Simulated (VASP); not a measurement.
# Si3Bi2Te2 (P6/mmm) in VASP: a series of runs

The runs below take Si3Bi2Te2 through single point, with PBE.

All numbers are computed with VASP 6.6.1; they aren't measurements. Logs are shortened: lines on timing, memory, paths and dates and some standing lists are left out, and cuts for length are marked.

## 1. The cell of the first run

It takes space group P6/mmm (No. 191, hexagonal). Conventional cell: a = 5.255 Å, b = 5.255 Å, c = 7.302 Å, α = 90.00°, β = 90.00°, γ = 120.00°. Si (site symmetry mmm) has 4 Si at 2.63 Å and 4 Bi at 3.14 Å within 3.5 Å. Bi (site symmetry 6mm) has 6 Si at 3.14 Å and 2 Bi at 3.45 to 3.85 Å and 6 Te at 3.59 Å within 4.1 Å. Within 4.0 Å of Te (site symmetry -6m2) lie 3 Te at 3.03 Å and 6 Bi at 3.59 Å and 6 Si at 3.95 Å.

The cell was built from a structure type or drawn by symmetry, and may not be a known phase.

## 2. Single point, PBE

INCAR reads:

```
PREC     = Accurate       # precision mode
ENCUT    = 500            # plane-wave cutoff, eV
EDIFF    = 1E-6           # SCF threshold, eV
ISMEAR   = 0              # smearing method
SIGMA    = 0.2            # smearing width, eV
LREAL    = F              # projectors in reciprocal space
LASPH    = T              # aspherical terms in the spheres
NELM     = 120            # most SCF steps
ALGO     = Normal         # electronic algorithm
ISIF     = 2              # what is computed and relaxed
LWAVE    = F              # write WAVECAR
LCHARG   = T              # write CHGCAR
GGA      = PE             # functional
LELF     = T              # ELF
LVHAR    = T            
NBANDS   = 36             # bands
GGA_COMPAT= F
```

KPOINTS reads:

```
Automatic mesh
0
Gamma
  3 3 2
```

POSCAR reads:

```
Si3Bi2Te2
1.0
    5.2551179858      0.0000000000      0.0000000000
   -2.6275589929      4.5510656756      0.0000000000
    0.0000000000      0.0000000000      7.3023679586
Si Bi Te
3 2 2
Direct
    0.5000000000      0.0000000000      0.0000000000
    0.0000000000      0.5000000000      0.0000000000
    0.5000000000      0.5000000000      0.0000000000
    0.0000000000      0.0000000000      0.7636270809
    0.0000000000      0.0000000000      0.2363729191
    0.3333333333      0.6666666667      0.5000000000
    0.6666666667      0.3333333333      0.5000000000
```

Potentials or basis: VASP PAW PBE potentials, release 64 (Si, Bi_d, Te).

On the command line:

```bash
> cat potpaw_PBE.64/Si/POTCAR potpaw_PBE.64/Bi_d/POTCAR potpaw_PBE.64/Te/POTCAR > POTCAR
> mpirun -np 1 vasp_std > vasp.out
```

OUTCAR:

```text
PREC = Accurate
   ENCUT = 500
   EDIFF = 1E-6
   ISMEAR = 0
   LREAL = F
   LASPH = T
   NELM = 120
   ISIF = 2
   GGA = PE

 ion  position               nearest neighbor table
   1  0.500  0.000  0.000-   2 2.63   3 2.63   3 2.63   2 2.63   4 3.14   4 3.14   5 3.14   5 3.14

   2  0.000  0.500  0.000-   3 2.63   3 2.63   1 2.63   1 2.63   4 3.14   5 3.14   4 3.14   5 3.14

   3  0.500  0.500  0.000-   2 2.63   2 2.63   1 2.63   1 2.63   4 3.14   5 3.14   4 3.14   5 3.14

   4  0.000  0.000  0.764-   1 3.14   1 3.14   3 3.14   2 3.14   2 3.14   3 3.14   5 3.45   7 3.59
                             6 3.59   6 3.59   7 3.59   7 3.59   6 3.59   5 3.85
   5  0.000  0.000  0.236-   1 3.14   1 3.14   3 3.14   2 3.14   2 3.14   3 3.14   4 3.45   7 3.59
                             6 3.59   6 3.59   7 3.59   7 3.59   6 3.59   4 3.85
   6  0.333  0.667  0.500-   7 3.03   7 3.03   7 3.03   4 3.59   5 3.59   5 3.59   4 3.59   5 3.59
                             4 3.59
   7  0.667  0.333  0.500-   6 3.03   6 3.03   6 3.03   4 3.59   5 3.59   4 3.59   5 3.59   4 3.59
                             5 3.59

  LATTYP: Found a hexagonal cell.
 ALAT       =     5.2551179858
 C/A-ratio  =     1.3895725992

  Lattice vectors:

 A1 = (   5.2551179858,   0.0000000000,   0.0000000000)
 A2 = (  -2.6275589929,   4.5510656756,   0.0000000000)
 A3 = (   0.0000000000,   0.0000000000,   7.3023679586)

Analysis of symmetry for initial positions (statically):
=====================================================================
 Subroutine PRICEL returns:
 Original cell was already a primitive cell.

 Routine SETGRP: Setting up the symmetry group for a
 hexagonal supercell.

 Subroutine GETGRP returns: Found 24 space group operations
 (whereof 24 operations were pure point group operations)
 out of a pool of 24 trial point group operations.

The static configuration has the point symmetry D_6h.

Analysis of symmetry for dynamics (positions and initial velocities):
=====================================================================
 Subroutine PRICEL returns:
 Original cell was already a primitive cell.

 Routine SETGRP: Setting up the symmetry group for a
 hexagonal supercell.

 Subroutine GETGRP returns: Found 24 space group operations
 (whereof 24 operations were pure point group operations)
 out of a pool of 24 trial point group operations.

The dynamic configuration has the point symmetry D_6h.

 Subroutine INISYM returns: Found 24 space group operations
 (whereof 24 operations are pure point group operations),
 and found     1 'primitive' translations

[... 90 lines left out ...]
   NFREE  =      0    steps in history (QN), initial steepest desc. (CG)
   ISIF   =      2    stress and relaxation
   ISYM   =      2    0-nonsym 1-usesym 2-fastsym
   POTIM  = 0.5000    time-step for ionic-motion
   TEBEG  =    0.0;   TEEND  =   0.0 temperature during run
   PSTRESS=    0.0 pullay stress
   NELECT =      54.0000    total number of electrons
   NUPDOWN=      -1.0000    fix difference up-down
   EMIN   =  10.00;   EMAX   =-10.00  energy-range for DOS
   EFERMI =   0.00;   METHOD = LEGACY
   ISMEAR =     0;   SIGMA  =   0.20  broadening in eV -4-tet -1-fermi 0-gaus
   EFERMI_NEDOS =   21; number of points for ismear=-14 and -15
   IALGO  =     38    algorithm
   IMIX   =      4    mixing-type and parameters
     AMIX     =   0.40;   BMIX     =  1.00
     AMIX_MAG =   1.60;   BMIX_MAG =  1.00
  volume/ion in A,a.u.               =      24.95       168.37
  Fermi-wavevector in a.u.,A,eV,Ry     =   1.107014  2.091953 16.673658  1.225479
  Thomas-Fermi vector in A             =   2.243522
   LORBIT       =      0    0 simple, 1 ext, 2 COOP (PROOUT), +10 PAW based schemes
   GGA     = PE    functional components
   LHFCALC =     F    Hartree Fock is set to
   AEXX    =    0.0000 exact exchange contribution
   IVDW    =     0    specifies the selected vdW correction
   LEPSILON=     F    determine dielectric tensor
   LRPA    =     F    only Hartree local field effects (RPA)
 non-spin polarized calculation
 Gauss-broadening in eV      SIGMA  =   0.20
  energy-cutoff  :      500.00
  volume of cell :      174.65
 maximum number of plane-waves:      4491
 NGX is ok and might be reduce to    40
   NGX = 19   NGY = 19   NGZ = 27

 number of electron      54.0000008 magnetization

 Free energy of the ion-electron system (eV)
  ---------------------------------------------------
  ext. energy  EPLUGINS =         0.00000000
  ---------------------------------------------------
  free energy    TOTEN  =       -27.65089246 eV

  energy without entropy =      -27.58369403  energy(sigma->0) =      -27.61729325

 E-fermi :   7.5719     XC(G=0): -10.1310

 val. band max:        7.5184678909   @ k =   0.3333   0.0000   0.0000
 cond. band min:       7.6406137672   @ k =   0.3333   0.3333   0.0000
 fundamental gap:      0.1221458763
 Fermi energy:         7.5718615462

 k-point     1 :       0.0000    0.0000    0.0000
  band No.  band energies     occupation
      1     -15.4404      2.00000
      2     -15.4139      2.00000
      3     -15.4139      2.00000
      4     -15.4053      2.00000
      5     -15.4053      2.00000
      6     -15.4001      2.00000
[... 223 lines left out ...]
     35      11.3275      0.00000
     36      11.7165      0.00000

------------------------ aborting loop because EDIFF is reached ----------------------------------------

  FORCE on cell =-STRESS in cart. coord.  units (eV):
  Direction    XX          YY          ZZ          XY          YZ          ZX
  --------------------------------------------------------------------------------------
  -------------------------------------------------------------------------------------
  Total       -0.2785405     -0.2785405      0.6827724      0.0000000      0.0000000      0.0000000
  in kB       -2.5552870     -2.5552870      6.2636467      0.0000000      0.0000000      0.0000000
  external PRESSURE =       0.3843576 kB  Pullay stress =       0.0000000 kB

 VOLUME and BASIS-vectors are now :
 -----------------------------------------------------------------------------
  energy-cutoff  :      500.00
  volume of cell :      174.65
      direct lattice vectors                 reciprocal lattice vectors
     5.255117986  0.000000000  0.000000000     0.190290685  0.109864378  0.000000000
    -2.627558993  4.551065676  0.000000000     0.000000000  0.219728756  0.000000000
     0.000000000  0.000000000  7.302367959     0.000000000  0.000000000  0.136941880

 POSITION                                       TOTAL-FORCE (eV/Angst)
 -----------------------------------------------------------------------------------
      2.62756      0.00000      0.00000        -0.000000      0.000000      0.000000
     -1.31378      2.27553      0.00000        -0.000000      0.000000      0.000000
      1.31378      2.27553      0.00000        -0.000000      0.000000      0.000000
      0.00000      0.00000      5.57629        -0.000000      0.000000      0.072544
      0.00000      0.00000      1.72608        -0.000000      0.000000     -0.072544
     -0.00000      3.03404      3.65118         0.000000     -0.000000      0.000000
      2.62756      1.51702      3.65118        -0.000000      0.000000      0.000000
 -----------------------------------------------------------------------------------
    total drift:                                0.000000     -0.000000     -0.000000

  FREE ENERGIE OF THE ION-ELECTRON SYSTEM (eV)
  ---------------------------------------------------
  free  energy   TOTEN  =       -27.6508924641 eV

  energy  without entropy=      -27.5836940262  energy(sigma->0) =      -27.61729325
```

OSZICAR:

```text
N       E                     dE             d eps       ncg     rms          rms(c)
DAV:   1     0.452602773786E+03    0.45260E+03   -0.23731E+04   432   0.143E+03
DAV:   2     0.222118517026E+02   -0.43039E+03   -0.41713E+03   456   0.371E+02
DAV:   3    -0.261157765804E+02   -0.48328E+02   -0.46995E+02   532   0.133E+02
DAV:   4    -0.283884424255E+02   -0.22727E+01   -0.22451E+01   492   0.288E+01
DAV:   5    -0.284992203828E+02   -0.11078E+00   -0.11048E+00   628   0.663E+00    0.103E+01
DAV:   6    -0.276664395135E+02    0.83278E+00   -0.33426E+00   532   0.693E+00    0.599E+00
DAV:   7    -0.276588659174E+02    0.75736E-02   -0.49711E-01   472   0.237E+00    0.414E+00
DAV:   8    -0.276524242045E+02    0.64417E-02   -0.64635E-02   508   0.104E+00    0.310E-01
DAV:   9    -0.276509137784E+02    0.15104E-02   -0.94667E-03   528   0.367E-01    0.192E-01
DAV:  10    -0.276509292863E+02   -0.15508E-04   -0.20948E-03   496   0.214E-01    0.106E-01
DAV:  11    -0.276509019001E+02    0.27386E-04   -0.30983E-04   504   0.949E-02    0.553E-02
DAV:  12    -0.276508926732E+02    0.92269E-05   -0.71531E-05   540   0.377E-02    0.783E-03
DAV:  13    -0.276508924641E+02    0.20909E-06   -0.86479E-06   468   0.131E-02
   1 F= -.27650892E+02 E0= -.27617293E+02  d E =-.671984E-01
```

Run time: 72 s. Hardware: 1 thread of Intel Xeon Platinum 8488C (Sapphire Rapids), shared host; peak memory 0.25 GiB.

Results:

- Free energy: -27.6509 eV
- Pressure: 0.0 GPa
- Largest force: 0.073 eV/Å
- Band gap on the k mesh: zero (bands 27 and 28 overlap by 0.87 eV)

Forces on the atoms (eV/Å):
```
Si   0.000  0.000  0.000
Si   0.000  0.000  0.000
Si   0.000  0.000  0.000
Bi   0.000  0.000  0.073
Bi   0.000  0.000 -0.073
Te   0.000  0.000  0.000
Te   0.000  0.000  0.000
```

Stress tensor (GPa, compression positive):
```
-0.26  0.00  0.00
 0.00 -0.26  0.00
 0.00  0.00  0.63
```

Caveat: the k points lie up to 0.46 Å⁻¹ apart, too coarse for converged energies and pressures of a metal; spin-orbit coupling is left out, which moves the levels of the heavy elements.

## 3. Single point, PBE

This run uses another cell than the first one, of 26.18 Å³/atom.

INCAR reads:

```
SYSTEM = Si3Bi2Te2
PREC     = Accurate       ! precision mode
ENCUT    = 500            ! plane-wave cutoff, eV
EDIFF    = 1E-6           ! SCF threshold, eV
ISMEAR   = 0              ! smearing method
SIGMA    = 0.2            ! smearing width, eV
LREAL    = .False.        ! projectors in reciprocal space
LASPH    = .True.         ! aspherical terms in the spheres
NELM     = 120            ! most SCF steps
ALGO     = Normal         ! electronic algorithm
ISIF     = 2              ! what is computed and relaxed
LWAVE    = .False.        ! write WAVECAR
LCHARG   = .False.        ! write CHGCAR
GGA      = PE             ! functional
NBANDS   = 36             ! bands
GGA_COMPAT= .False.
```

KPOINTS reads:

```
regular mesh
0
Gamma
  3 3 2
  0 0 0
```

POSCAR reads:

```
Si3Bi2Te2
1.0
    5.3288675619      0.0000000000      0.0000000000
   -2.6644337810      4.6149346820      0.0000000000
    0.0000000000      0.0000000000      7.4505033654
Si Bi Te
3 2 2
Direct
    0.5000000000      0.0000000000      0.5000000000
    0.0000000000      0.5000000000      0.5000000000
    0.5000000000      0.5000000000      0.5000000000
    0.3333333333      0.6666666667      0.0000000000
    0.6666666667      0.3333333333      0.0000000000
    0.0000000000      0.0000000000      0.2690700484
    0.0000000000      0.0000000000      0.7309299516
```

Potentials or basis: VASP PAW PBE potentials, release 64 (Si, Bi_d, Te).

On the command line:

```bash
> cat potpaw_PBE.64/Si/POTCAR potpaw_PBE.64/Bi_d/POTCAR potpaw_PBE.64/Te/POTCAR > POTCAR
> mpirun -np 1 vasp_std > vasp.out
```

It took 61 s on 1 thread of Intel Xeon Platinum 8488C (Sapphire Rapids), shared host; peak memory 0.28 GiB.

The run converged. Its results:

- Free energy: -26.8812 eV
- Pressure: -0.3 GPa
- Largest force: 0.017 eV/Å
- Band gap on the k mesh: zero (bands 27 and 28 overlap by 1.03 eV)

Forces in eV/Å, atoms in the order of the input:
```
Si   0.000  0.000  0.000
Si   0.000  0.000  0.000
Si   0.000  0.000  0.000
Bi   0.000  0.000  0.000
Bi   0.000  0.000  0.000
Te   0.000  0.000 -0.017
Te   0.000  0.000  0.017
```

Stress tensor (GPa, compression positive):
```
-0.50  0.00  0.00
 0.00 -0.50  0.00
 0.00  0.00  0.02
```

Levels at points of the mesh, in eV from the Fermi level:
```
           k point  band 23  band 24  band 25  band 26  band 27  band 28  band 29  band 30  band 31  band 32
(0.00, 0.00, 0.00)    -2.51    -2.51    -2.24    -2.24    -1.65    -0.52    -0.52     0.66     0.86     0.86
(0.00, 0.00, 0.50)    -2.88    -2.88    -2.76    -2.76    -0.44    -0.01     1.04     1.04     1.45     1.52
```

Caveat: the k points lie up to 0.45 Å⁻¹ apart, too coarse for converged energies and pressures of a metal; spin-orbit coupling is left out, which moves the levels of the heavy elements.
